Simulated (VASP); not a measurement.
Set up this calculation in VASP 6.6.1, as the native input.

| Item | Value |
| --- | --- |
| Task | single point |
| Functional | PBE |
| Potentials or basis | VASP PAW PBE potentials, release 64 (Cu, O) |
| Cutoff | 520 eV |
| k mesh | 12 × 12 × 8 |
| Occupations | gaussian, width 0.05 eV |
| Spin | no spin polarisation |
| Dipole correction | no |
| Further INCAR settings | ALGO = Normal; EDIFF = 1e-07; NBANDS = 25 |

The structure of CuO lies in POSCAR:

```
CuO
1.0
    2.1166681119     -2.1216466207      0.1659854768
    2.1166681119      2.1216466207      0.1659854768
   -0.4043168666      0.0000000000      5.1541543273
Cu O
2 2
Direct
    0.0000000000      0.5000000000      0.0000000000
    0.5000000000      0.0000000000      0.5000000000
    0.5000051833      0.4999948167      0.2500000000
    0.4999948167      0.5000051833      0.7500000000
```

The input as run:

INCAR

```
SYSTEM = CuO
PREC = Accurate
ENCUT = 520
EDIFF = 1E-7
ISMEAR = 0
SIGMA = 0.05
LREAL = .False.
LASPH = .True.
NELM = 60
ALGO = Normal
ISIF = 2
LWAVE = .False.
LCHARG = .False.
GGA = PE
NBANDS = 25
```

KPOINTS

```
regular mesh
0
Gamma
  12 12 8
  0 0 0
```

Potentials or basis: VASP PAW PBE potentials, release 64 (Cu, O).

Command:

```sh
$ cat potpaw_PBE.64/Cu/POTCAR potpaw_PBE.64/O/POTCAR > POTCAR
$ mpirun -np 1 vasp_std > vasp.out
```

Results of the run:

- Pressure: -4.3 GPa
- Band gap on the k mesh: zero (bands 17 and 18 overlap by 1.19 eV)

Caveat: the cell stands under tension; semilocal functionals often make such compounds metallic where correlation or magnetic order opens a gap, which also shifts bond lengths.

Wall time 5.7 min on 1 thread of Intel(R) Xeon(R) Platinum 8488C (Sapphire Rapids), with other jobs on the host, peak memory 0.61 GiB.
